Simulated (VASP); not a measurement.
Wanted: the native input for a VASP 6.6.1 run.

- Task: electric field gradients
- Functional: PBE
- Potentials or basis: VASP PAW PBE potentials, release 64 (W_sv)
- Cutoff: 520 eV
- k mesh: 14 × 14 × 14
- Occupations: fermi-dirac, width 0.03 eV
- Spin: no spin polarisation
- Dipole correction: no
- Further INCAR settings: ALGO = Normal; EDIFF = 1e-08; NBANDS = 13

The structure of W lies in POSCAR:

```
W
1.0
   -1.6234899007      1.6234899007      1.6234899007
    1.6234899007     -1.6234899007      1.6234899007
    1.6234899007      1.6234899007     -1.6234899007
W
1
Direct
    0.0000000000      0.0000000000      0.0000000000
```

This cell differs from its parent crystal: volume scaled by 1.05.

These files were run (other wordings do the same):

INCAR

```
PREC = Accurate
ENCUT = 520
EDIFF = 1E-8
ISMEAR = -1
SIGMA = 0.03
LREAL = F
LASPH = T
NELM = 80
ALGO = Normal
ISIF = 2
LWAVE = F
LCHARG = F
GGA = PE
LEFG = T
NBANDS = 13
```

KPOINTS

```
regular mesh
0
Gamma
  14 14 14
```

Potentials or basis: VASP PAW PBE potentials, release 64 (W_sv).

The run is started by

```sh
$ cat potpaw_PBE.64/W_sv/POTCAR > POTCAR
$ mpirun -np 1 vasp_std > vasp.out
```

Results of the run:

```
Pressure               : -15.3 GPa
Band gap on the k mesh : zero (band 7 reaches 14.98 eV, above the bottom of band 8 at 9.25 eV)
```

Caveat: without QUAD_EFG the Cq values of the log hold for a quadrupole moment of 1 mb, not for the nuclei; spin-orbit coupling is left out, which moves the levels of the heavy elements.

Wall time 12 s on 1 thread of Intel(R) Xeon(R) Platinum 8488C (Sapphire Rapids) (shared host), peak memory 0.15 GiB.
